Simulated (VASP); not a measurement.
A run of VASP 6.6.1 is set up as follows.

File INCAR:

```
ALGO     = Normal         # electronic algorithm
EDIFF    = 1E-6           # SCF threshold, eV
ENCUT    = 520            # plane-wave cutoff, eV
GGA      = CA             # functional
ISIF     = 2              # what is computed and relaxed
ISMEAR   = 0              # smearing method
LASPH    = T              # aspherical terms in the spheres
LCHARG   = F              # write CHGCAR
LREAL    = F              # projectors in reciprocal space
LWAVE    = F              # write WAVECAR
NBANDS   = 15             # bands
NELM     = 60             # most SCF steps
PREC     = Accurate       # precision mode
SIGMA    = 0.05           # smearing width, eV
```

KPOINTS

```
k-points
0
Gamma
  8 8 8
```

Contents of POSCAR:

```
BaS
1.0
    0.0000000000      3.1937500000      3.1937500000
    3.1937500000      0.0000000000      3.1937500000
    3.1937500000      3.1937500000      0.0000000000
Ba S
1 1
Direct
    0.0000000000      0.0000000000      0.0000000000
    0.6107016487      0.3892983513      0.5000000000
```

Potentials or basis: VASP PAW LDA potentials, release 64 (Ba_sv, S).

Run with:

```console
$ cat potpaw_LDA.64/Ba_sv/POTCAR potpaw_LDA.64/S/POTCAR > POTCAR
$ mpirun -np 1 vasp_std > vasp.out
```

(1) Estimate the largest force.

(2) What does it give for the pressure?

Answers

(1) 1.263 eV/Å.

(2) 0.9 GPa.

Caveat: the cell differs from its parent crystal (all S atoms moved -0.500 Å, as atom 2 along Cartesian [1 -1 0]); the stress differs along the axes, from -3 to 3 GPa; forces of over 1 eV/Å act on the atoms, so gaps and moduli don't describe the material at rest.
